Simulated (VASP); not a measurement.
# Ca2Ge2N (P3m1) in VASP: notebook

Runs on Ca2Ge2N. Level: PBE. Tasks: single point, relaxation of cell and atoms.

All numbers are computed with VASP 6.6.1; they aren't measurements. Logs are shortened: lines on timing, memory, paths and dates and some standing lists are left out, and cuts for length are marked.

## 1. The cell of the first run

Symmetry: P3m1, No. 156, trigonal system. Conventional cell: a = 4.403 Å, b = 4.403 Å, c = 6.039 Å, α = 90.00°, β = 90.00°, γ = 120.00°. Ca (site symmetry 3m) has 4 Ge at 1.90 to 2.54 Å within 2.6 Å. Ca (site symmetry 3m) has 5 Ge at 2.67 to 3.34 Å and 3 N at 3.21 Å within 3.5 Å. Ge (site symmetry 3m) has 5 Ca at 2.54 to 3.34 Å and 3 N at 2.89 Å and 3 Ge at 3.17 Å within 3.4 Å. Within 2.5 Å of Ge (site symmetry 3m) lie 1 Ca at 1.90 Å. Within 3.8 Å of N (site symmetry 3m) lie 6 Ca at 2.89 to 3.21 Å and 6 Ge at 2.89 to 3.76 Å.

The cell was built from a structure type or drawn by symmetry, and may not be a known phase.

## 2. Single point, PBE

INCAR

```
SYSTEM = Ca2Ge2N
PREC = Accurate
ENCUT = 520
EDIFF = 1E-6
ISMEAR = 0
SIGMA = 0.1
LREAL = .FALSE.
LASPH = .TRUE.
NELM = 80
ALGO = Normal
ISIF = 2
LWAVE = .FALSE.
LCHARG = .FALSE.
GGA = PE
NBANDS = 34
```

KPOINTS

```
Automatic mesh
0
G
  6 6 4
  0 0 0
```

POSCAR

```
Ca2Ge2N
1.0
    4.4027262400      0.0000000000      0.0000000000
   -2.2013631200      3.8128727700      0.0000000000
    0.0000000000      0.0000000000      6.0388518000
Ca Ge N
2 2 1
Direct
    0.0000000000      0.0000000000      0.8856133500
    0.3333333300      0.6666666700      0.3337536400
    0.3333333300      0.6666666700      0.8861397500
    0.0000000000      0.0000000000      0.1997172700
    0.6666666700      0.3333333300      0.6587647000
```

Potentials or basis: VASP PAW PBE potentials, release 64 (Ca_sv, Ge_d, N).

Launch:

```
> cat potpaw_PBE.64/Ca_sv/POTCAR potpaw_PBE.64/Ge_d/POTCAR potpaw_PBE.64/N/POTCAR > POTCAR
> mpirun -np 1 vasp_std > vasp.out
```

OUTCAR:

```text
SYSTEM = Ca2Ge2N
   PREC = Accurate
   ENCUT = 520
   EDIFF = 1E-6
   ISMEAR = 0
   LREAL = .FALSE.
   LASPH = .TRUE.
   NELM = 80
   ISIF = 2
   GGA = PE

 ion  position               nearest neighbor table
   1  0.000  0.000  0.886-   4 1.90   3 2.54   3 2.54   3 2.54
   2  0.333  0.667  0.334-   4 2.67   4 2.67   4 2.67   3 2.70
   3  0.333  0.667  0.886-   1 2.54   1 2.54   1 2.54   2 2.70
   4  0.000  0.000  0.200-   1 1.90   2 2.67   2 2.67   2 2.67
   5  0.667  0.333  0.659-

  LATTYP: Found a hexagonal cell.
 ALAT       =     4.4027262400
 C/A-ratio  =     1.3716164646

  Lattice vectors:

 A1 = (   4.4027262400,   0.0000000000,   0.0000000000)
 A2 = (  -2.2013631200,   3.8128727700,   0.0000000000)
 A3 = (   0.0000000000,   0.0000000000,   6.0388518000)

Analysis of symmetry for initial positions (statically):
=====================================================================
 Subroutine PRICEL returns:
 Original cell was already a primitive cell.

 Routine SETGRP: Setting up the symmetry group for a
 hexagonal supercell.

 Subroutine GETGRP returns: Found  6 space group operations
 (whereof  6 operations were pure point group operations)
 out of a pool of 24 trial point group operations.

The static configuration has the point symmetry C_3v.

Analysis of symmetry for dynamics (positions and initial velocities):
=====================================================================
 Subroutine PRICEL returns:
 Original cell was already a primitive cell.

 Routine SETGRP: Setting up the symmetry group for a
 hexagonal supercell.

 Subroutine GETGRP returns: Found  6 space group operations
 (whereof  6 operations were pure point group operations)
 out of a pool of 24 trial point group operations.

The dynamic configuration has the point symmetry C_3v.

 Subroutine INISYM returns: Found  6 space group operations
 (whereof  6 operations are pure point group operations),
 and found     1 'primitive' translations

----------------------------------------------------------------------------------------

                                     Primitive cell

  volume of cell :     101.3744

  direct lattice vectors                    reciprocal lattice vectors
     4.402726240  0.000000000  0.000000000     0.227131996  0.131134719  0.000000000
    -2.201363120  3.812872770  0.000000000     0.000000000  0.262269438  0.000000000
     0.000000000  0.000000000  6.038851800     0.000000000  0.000000000  0.165594393

  length of vectors
     4.402726240  4.402726240  6.038851800     0.262269438  0.262269438  0.165594393

  position of ions in fractional coordinates (direct lattice)
     0.000000000  0.000000000  0.885613350
     0.333333330  0.666666670  0.333753640
     0.333333330  0.666666670  0.886139750
     0.000000000  0.000000000  0.199717270
     0.666666670  0.333333330  0.658764700

  ion indices of the primitive-cell ions
   primitive index   ion index
                 1           1
                 2           2
                 3           3
                 4           4
                 5           5

----------------------------------------------------------------------------------------

 KPOINTS: Automatic mesh

Automatic generation of k-mesh.
 Grid dimensions read from file:
 generate k-points for:    6    6    4

 Generating k-lattice:

  Cartesian coordinates                     Fractional coordinates (reciprocal lattice)
     0.037855333  0.021855787  0.000000000     0.166666667  0.000000000  0.000000000
     0.000000000  0.043711573  0.000000000     0.000000000  0.166666667  0.000000000
     0.000000000  0.000000000  0.041398598     0.000000000  0.000000000  0.250000000

  Length of vectors
     0.043711573  0.043711573  0.041398598

  Shift w.r.t. Gamma in fractional coordinates (k-lattice)
     0.000000000  0.000000000  0.000000000

 Subroutine IBZKPT returns following result:
 ===========================================

 Found     24 irreducible k-points:

 Following reciprocal coordinates:
            Coordinates               Weight
  0.000000  0.000000  0.000000      1.000000
  0.166667  0.000000  0.000000      6.000000
  0.333333  0.000000  0.000000      6.000000
  0.500000  0.000000  0.000000      3.000000
  0.166667  0.166667  0.000000      6.000000
  0.333333  0.166667  0.000000     12.000000
[... 16 lines left out ...]
  0.333333  0.166667  0.500000     12.000000
  0.333333  0.333333  0.500000      2.000000
   k-points           NKPTS =     24   k-points in BZ     NKDIM =     24   number of bands    NBANDS=     34
   number of dos      NEDOS =    301   number of ions     NIONS =      5
   total plane-waves  NPLWV =  62208
   dimension x,y,z NGX =    36 NGY =   36 NGZ =   48
   dimension x,y,z NGXF=    72 NGYF=   72 NGZF=   96
   ions per type =               2   2   1
   NGX,Y,Z   is equivalent  to a cutoff of  13.59, 13.59, 13.21 a.u.
   NGXF,Y,Z  is equivalent  to a cutoff of  27.19, 27.19, 26.43 a.u.
 SYSTEM =  Ca2Ge2N
   PREC   = accura    normal or accurate (medium, high low for compatibility)
   ISTART =      0    job   : 0-new  1-cont  2-samecut
   ICHARG =      2    charge: 1-file 2-atom 10-const
   ISPIN  =      1    spin polarized calculation?
   LNONCOLLINEAR =      F non collinear calculations
   LSORBIT =      F    spin-orbit coupling
   LASPH  =      T    aspherical Exc in radial PAW
   ENCUT  =  520.0 eV  38.22 Ry    6.18 a.u.   8.19  8.19 11.23*2*pi/ulx,y,z
   NELM   =     80;   NELMIN=  2; NELMDL= -5     # of ELM steps
   EDIFF  = 0.1E-05   stopping-criterion for ELM
   LREAL  =      F    real-space projection
   EDIFFG = 0.1E-04   stopping-criterion for IOM
   NSW    =      0    number of steps for IOM
   IBRION =     -1    ionic relax: 0-MD 1-quasi-New 2-CG
   NFREE  =      0    steps in history (QN), initial steepest desc. (CG)
   ISIF   =      2    stress and relaxation
   ISYM   =      2    0-nonsym 1-usesym 2-fastsym
   POTIM  = 0.5000    time-step for ionic-motion
   TEBEG  =    0.0;   TEEND  =   0.0 temperature during run
   PSTRESS=    0.0 pullay stress
   NELECT =      53.0000    total number of electrons
   NUPDOWN=      -1.0000    fix difference up-down
   EMIN   =  10.00;   EMAX   =-10.00  energy-range for DOS
   EFERMI =   0.00;   METHOD = LEGACY
   ISMEAR =     0;   SIGMA  =   0.10  broadening in eV -4-tet -1-fermi 0-gaus
   EFERMI_NEDOS =   21; number of points for ismear=-14 and -15
   IALGO  =     38    algorithm
   IMIX   =      4    mixing-type and parameters
     AMIX     =   0.40;   BMIX     =  1.00
     AMIX_MAG =   1.60;   BMIX_MAG =  1.00
  volume/ion in A,a.u.               =      20.27       136.82
  Fermi-wavevector in a.u.,A,eV,Ry     =   1.318836  2.492238 23.664985  1.739327
  Thomas-Fermi vector in A             =   2.448777
   LORBIT       =      0    0 simple, 1 ext, 2 COOP (PROOUT), +10 PAW based schemes
   GGA     = PE    functional components
   LHFCALC =     F    Hartree Fock is set to
   AEXX    =    0.0000 exact exchange contribution
   IVDW    =     0    specifies the selected vdW correction
   LEPSILON=     F    determine dielectric tensor
   LRPA    =     F    only Hartree local field effects (RPA)
 non-spin polarized calculation
 Gauss-broadening in eV      SIGMA  =   0.10
  energy-cutoff  :      520.00
  volume of cell :      101.37
 maximum number of plane-waves:      2764
 NGX is ok and might be reduce to    36
   NGX = 17   NGY = 17   NGZ = 23

 number of electron      52.9999976 magnetization

 Free energy of the ion-electron system (eV)
  ---------------------------------------------------
  ext. energy  EPLUGINS =         0.00000000
  ---------------------------------------------------
  free energy    TOTEN  =       -12.50074091 eV

  energy without entropy =      -12.47844870  energy(sigma->0) =      -12.48959481

 E-fermi :   3.8585     XC(G=0):  -9.8762

 val. band max:        3.8559918039   @ k =   0.3333   0.3333   0.5000
 cond. band min:       3.8683421658   @ k =   0.0000   0.3333   0.2500
 fundamental gap:      0.0123503618
 Fermi energy:         3.8584512339

 k-point     1 :       0.0000    0.0000    0.0000
  band No.  band energies     occupation
      1     -36.5504      2.00000
      2     -36.3210      2.00000
      3     -21.5848      2.00000
      4     -21.0461      2.00000
      5     -21.0461      2.00000
      6     -20.9328      2.00000
[... 26 lines left out ...]
     33       8.2142      0.00000
     34       8.9363      0.00000

 k-point     2 :       0.1667    0.0000    0.0000
  band No.  band energies     occupation
      1     -36.5493      2.00000
      2     -36.3206      2.00000
      3     -21.5852      2.00000
      4     -21.0410      2.00000
      5     -21.0370      2.00000
      6     -20.9344      2.00000
[... 26 lines left out ...]
     33       8.3285      0.00000
     34       8.8848      0.00000

 k-point     3 :       0.3333    0.0000    0.0000
  band No.  band energies     occupation
      1     -36.5472      2.00000
      2     -36.3196      2.00000
      3     -21.5860      2.00000
      4     -21.0304      2.00000
      5     -21.0156      2.00000
      6     -20.9402      2.00000
[... 26 lines left out ...]
     33       8.1298      0.00000
     34       8.7422      0.00000

 k-point     4 :       0.5000    0.0000    0.0000
  band No.  band energies     occupation
      1     -36.5461      2.00000
      2     -36.3192      2.00000
      3     -21.5865      2.00000
      4     -21.0248      2.00000
      5     -21.0015      2.00000
      6     -20.9465      2.00000
[... 26 lines left out ...]
     33       7.8399      0.00000
     34       8.5155      0.00000

 k-point     5 :       0.1667    0.1667    0.0000
  band No.  band energies     occupation
      1     -36.5477      2.00000
      2     -36.3199      2.00000
      3     -21.5858      2.00000
      4     -21.0324      2.00000
      5     -21.0224      2.00000
      6     -20.9378      2.00000
[... 621 lines left out ...]
 k-point    22 :       0.1667    0.1667    0.5000
  band No.  band energies     occupation
      1     -36.5475      2.00000
      2     -36.3199      2.00000
      3     -21.5889      2.00000
      4     -21.0326      2.00000
      5     -21.0227      2.00000
      6     -20.9377      2.00000
[... 26 lines left out ...]
     33       8.6195      0.00000
     34       8.9307      0.00000

 k-point    23 :       0.3333    0.1667    0.5000
  band No.  band energies     occupation
      1     -36.5460      2.00000
      2     -36.3191      2.00000
      3     -21.5894      2.00000
      4     -21.0230      2.00000
      5     -21.0050      2.00000
      6     -20.9445      2.00000
[... 26 lines left out ...]
     33       8.5893      0.00000
     34       8.7873      0.00000

 k-point    24 :       0.3333    0.3333    0.5000
  band No.  band energies     occupation
      1     -36.5455      2.00000
      2     -36.3189      2.00000
      3     -21.5895      2.00000
      4     -21.0172      2.00000
      5     -21.0012      2.00000
      6     -20.9451      2.00000
[... 26 lines left out ...]
     33       8.5912      0.00000
     34       8.7960      0.00000

------------------------ aborting loop because EDIFF is reached ----------------------------------------

  FORCE on cell =-STRESS in cart. coord.  units (eV):
  Direction    XX          YY          ZZ          XY          YZ          ZX
  --------------------------------------------------------------------------------------
  -------------------------------------------------------------------------------------
  Total        7.0088079      7.0088079     27.2311317      0.0000000      0.0000000      0.0000000
  in kB      110.7710757    110.7710757    430.3758622      0.0000000      0.0000000      0.0000000
  external PRESSURE =     217.3060045 kB  Pullay stress =       0.0000000 kB

 VOLUME and BASIS-vectors are now :
 -----------------------------------------------------------------------------
  energy-cutoff  :      520.00
  volume of cell :      101.37
      direct lattice vectors                 reciprocal lattice vectors
     4.402726240  0.000000000  0.000000000     0.227131996  0.131134719  0.000000000
    -2.201363120  3.812872770  0.000000000     0.000000000  0.262269438  0.000000000
     0.000000000  0.000000000  6.038851800     0.000000000  0.000000000  0.165594393

 POSITION                                       TOTAL-FORCE (eV/Angst)
 -----------------------------------------------------------------------------------
      0.00000      0.00000      5.34809         0.000000     -0.000000    -16.337657
     -0.00000      2.54192      2.01549        -0.000000      0.000000      3.393605
     -0.00000      2.54192      5.35127         0.000000     -0.000000     -0.532550
      0.00000      0.00000      1.20606         0.000000     -0.000000     12.911261
      2.20136      1.27096      3.97818        -0.000000     -0.000000      0.565340
 -----------------------------------------------------------------------------------
    total drift:                                0.000016     -0.000009      0.001550

  FREE ENERGIE OF THE ION-ELECTRON SYSTEM (eV)
  ---------------------------------------------------
  free  energy   TOTEN  =       -12.5007409136 eV

  energy  without entropy=      -12.4784487014  energy(sigma->0) =      -12.48959481
```

Wall time 42 s (1 thread of AMD EPYC 9R45 (Zen 5), shared host); peak memory 0.24 GiB.

What came out:

| Quantity | Value |
| --- | --- |
| Free energy | -12.5007 eV |
| Pressure | 21.7 GPa |
| Largest force | 16.338 eV/Å |
| Band gap on the k mesh | zero (an odd number of electrons rules out a gap without spin polarisation) |

Forces on the atoms (eV/Å):
```
Ca    0.000   0.000 -16.338
Ca    0.000   0.000   3.394
Ge    0.000   0.000  -0.533
Ge    0.000   0.000  12.911
N     0.000   0.000   0.565
```

Stress tensor (GPa, compression positive):
```
11.08  0.00  0.00
 0.00 11.08  0.00
 0.00  0.00 43.04
```

Levels at points of the mesh, in eV from the Fermi level:
```csv
k point,band 24,band 25,band 26,band 27,band 28,band 29,band 30,band 31
"(0.00, 0.00, 0.00)",-1.22,-1.00,-1.00,-0.38,0.47,0.47,1.45,3.14
"(0.50, 0.00, 0.00)",-1.82,-1.59,-1.20,0.16,1.23,1.61,2.04,3.50
"(0.00, 0.00, 0.50)",-1.44,-0.75,-0.71,-0.71,0.25,0.25,0.65,3.87
"(0.50, 0.00, 0.50)",-1.84,-1.29,-1.22,-0.21,0.72,1.68,1.72,3.90
```

Caveat: the cell stands under pressure; forces of over 1 eV/Å act on the atoms, so gaps and moduli don't describe the material at rest.

## 3. Relaxation of cell and atoms, PBE

INCAR

```
SYSTEM = Ca2Ge2N
PREC     = Accurate       ! precision mode
ENCUT    = 600            ! plane-wave cutoff, eV
EDIFF    = 1E-6           ! SCF threshold, eV
ISMEAR   = 0              ! smearing method
SIGMA    = 0.1            ! smearing width, eV
LREAL    = .FALSE.        ! projectors in reciprocal space
LASPH    = .TRUE.         ! aspherical terms in the spheres
NELM     = 80             ! most SCF steps
ALGO     = Normal         ! electronic algorithm
ISIF     = 3              ! what is computed and relaxed
LWAVE    = .FALSE.        ! write WAVECAR
LCHARG   = .FALSE.        ! write CHGCAR
GGA      = PE             ! functional
IBRION   = 2              ! ionic algorithm
NSW      = 90             ! ionic steps
EDIFFG   = -0.04          ! ionic threshold
```

KPOINTS

```
regular mesh
0
G
  6 6 4
  0 0 0
```

POSCAR is that of step 2.

Potentials or basis: VASP PAW PBE potentials, release 64 (Ca_sv, Ge_d, N).

Launch:

```
> cat potpaw_PBE.64/Ca_sv/POTCAR potpaw_PBE.64/Ge_d/POTCAR potpaw_PBE.64/N/POTCAR > POTCAR
> mpirun -np 1 vasp_std > vasp.out
```

It took 14 min on 1 thread of AMD EPYC 9R45 (Zen 5), shared host; peak memory 0.28 GiB.

Results (log left out):

| Property | Result |
| --- | --- |
| Free energy | -24.0257 eV |
| Relaxed volume | 20.58 Å³/atom |
| Relaxed cell | a = 3.813 Å, b = 3.813 Å, c = 8.174 Å, α = 90.00°, β = 90.00°, γ = 120.00° |
| Space group after relaxing (to 0.1 Å) | P-3m1 (No. 164) |
| Energy gained by relaxing | 2304.5 meV/atom |
| Ionic steps | 27 |
| Pressure after relaxing | -0.1 GPa |
| Largest force after relaxing | 0.036 eV/Å |
| Band gap on the k mesh | zero (an odd number of electrons rules out a gap without spin polarisation) |

Forces in eV/Å, atoms in the order of the input:
```
Ca   0.000  0.000  0.006
Ca   0.000  0.000  0.010
Ge   0.000  0.000 -0.004
Ge   0.000  0.000  0.024
N    0.000  0.000 -0.036
```

Stress tensor (GPa, compression positive):
```
-0.01  0.00  0.00
 0.00 -0.01  0.00
 0.00  0.00 -0.26
```

Step by step:
```
step  energy change (eV)  largest force (eV/Å)  pressure (GPa)  volume (Å³)
   1              0.0000               16.3377           21.73       101.37
   2             -4.7157                1.1414           -3.07       145.91
   3             -5.1888                1.8530            0.73       122.66
   4             -5.1901                1.8880            0.82       122.21
   5             -5.1884                2.0267            1.30       120.69
   6             -5.9148                1.6346           -2.07       125.07
   7             -6.1172                0.9693           -5.27       133.31
   8             -6.2153                1.1068           -4.62       130.34
   9             -6.8811                1.1225           -3.08       118.61
  10             -7.1230                1.2961            5.34        96.88
  11             -7.2621                1.1660            1.08       105.10
  12             -7.8249                1.2330            1.26       100.91
  13             -8.5938                2.3080            5.73        89.97
  14             -9.1851                2.2573            2.96        93.87
  15            -10.2843                2.2258           -0.96       105.17
  16             -9.8020                1.6827           -2.06       126.06
  17            -10.5616                1.8887           -1.28       112.39
  18            -11.1087                1.2664           -1.17       111.28
  19            -11.2411                1.0918           -0.90       110.36
  20            -11.4101                0.8186           -0.98       107.48
  21            -11.4825                0.4455           -0.20       102.49
  22            -11.4991                0.2079           -0.49       104.01
  23            -11.5118                0.1466            0.80       101.93
  24            -11.5119                0.1456            0.74       102.04
  25            -11.5206                0.1053           -0.17       103.26
  26            -11.5207                0.1023           -0.24       103.37
  27            -11.5226                0.0360           -0.09       102.92
```

Final structure:
```xyz
5
Lattice="3.8129 0.0000 0.0000 -1.9064 3.3020 0.0000 0.0000 0.0000 8.1743" Properties=species:S:1:pos:R:3 pbc="T T T"
Ca    3.8129    0.0000    6.0447
Ca    0.0000    2.2014    3.6475
Ge    0.0000    2.2014    0.2081
Ge    0.0000    0.0000    1.3023
N     1.9064    1.1007    4.8517
```

Levels at points of the mesh, in eV from the Fermi level:
| k point | band 22 | band 23 | band 24 | band 25 | band 26 | band 27 | band 28 | band 29 | band 30 | band 31 |
| --- | --- | --- | --- | --- | --- | --- | --- | --- | --- | --- |
| (0.00, 0.00, 0.00) | -1.29 | -0.73 | -0.73 | -0.15 | 0.56 | 0.56 | 2.24 | 4.15 | 4.16 | 4.17 |
| (0.50, 0.00, 0.00) | -2.43 | -1.78 | -1.31 | -1.22 | -0.58 | -0.40 | 1.70 | 2.69 | 3.48 | 4.46 |
| (0.00, 0.00, 0.50) | -2.13 | -0.77 | -0.77 | 0.64 | 0.64 | 1.45 | 2.19 | 3.51 | 3.68 | 3.68 |
| (0.50, 0.00, 0.50) | -2.77 | -1.28 | -1.27 | -1.10 | -0.66 | -0.62 | 2.03 | 2.07 | 4.13 | 4.35 |

Caveat: a cell axis changed by over 15 % at a fixed basis, so the end point is rough.
